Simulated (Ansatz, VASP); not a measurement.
**MgI2: VASP beside Ansatz**

INCAR

```
SYSTEM = MgI2
PREC     = Accurate       ! precision mode
ENCUT    = 520            ! plane-wave cutoff, eV
EDIFF    = 1E-6           ! SCF threshold, eV
ISMEAR   = 0              ! smearing method
SIGMA    = 0.05           ! smearing width, eV
LREAL    = .False.        ! projectors in reciprocal space
LASPH    = .True.         ! aspherical terms in the spheres
NELM     = 60             ! most SCF steps
ALGO     = Normal         ! electronic algorithm
ISIF     = 2              ! what is computed and relaxed
LWAVE    = .False.        ! write WAVECAR
LCHARG   = .True.         ! write CHGCAR
LELF     = .True.         ! ELF
LVHAR    = .True.       
NBANDS   = 15             ! bands
```

The input KPOINTS:

```
Automatic mesh
0
Gamma
  6 6 4
  0 0 0
```

POSCAR

```
MgI2
1.0
    4.0409034065      0.0000000000      0.0000000000
   -2.0204517033      3.4995250043      0.0000000000
    0.0000000000      0.0000000000      6.6285688777
Mg I
1 2
Direct
    0.0000000000      0.0000000000      0.0000000000
    0.3333333333      0.6666666667      0.7299223370
    0.6666666667      0.3333333333      0.2700776630
```

Input for Ansatz:

```yaml
crystal:
  lattice:
    - [4.0409034065, 0.0, 0.0]
    - [-2.0204517033, 3.4995250043, 0.0]
    - [0.0, 0.0, 6.6285688777]
  atoms:
    - { symbol: Mg, position: [0.0, 0.0, 0.0] }
    - { symbol: I, position: [0.3333333333, 0.6666666667, 0.729922337] }
    - { symbol: I, position: [0.6666666667, 0.3333333333, 0.270077663] }
basis:
  ecutwfc: 520.0
kpoints:
  mp_grid: { grid: [6, 6, 4] }
hamiltonian:
  xc: lda
scf:
  occupations: { method: gaussian, width: 0.05 }
output:
  forces: true
  stress: true
  eigenvalues: true
```

Alike in both runs: task single point; functional LDA; k mesh 6 × 6 × 4; occupations gaussian, width 0.05 eV; no spin polarisation.

|  | VASP | Ansatz |
| --- | --- | --- |
| version | VASP 6.6.1 | Ansatz 0.2.0 |
| potentials or method | VASP PAW LDA potentials, release 64 (Mg, I), cutoff 520 eV | scalar-relativistic, plane waves, PAW |
| valence electrons in the cell | 16 | 44 |

```csv
,VASP,Ansatz,Ansatz less VASP
gap on the k mesh at the Fermi level (eV),3.03,3.05,+0.017
least direct gap on the mesh (eV),3.30,3.29,-0.011
pressure (GPa),-1.2,-1.1,+0.13
"traceless stress, the component that is largest in VASP (GPa)",-1.29,-1.30,-0.010
rms of the force components (eV/Å),0.350,0.344,-0.0058
```

LDA's correlation is that of Perdew and Zunger in VASP and of Perdew and Wang (1992) in Ansatz. Atom by atom the forces differ by 0.006 eV/Å (rms over components). VASP's potentials hold 16 valence electrons a cell and Ansatz's 44, so a difference there can come from the potentials and not from the codes.

Neither program's run includes spin-orbit coupling.
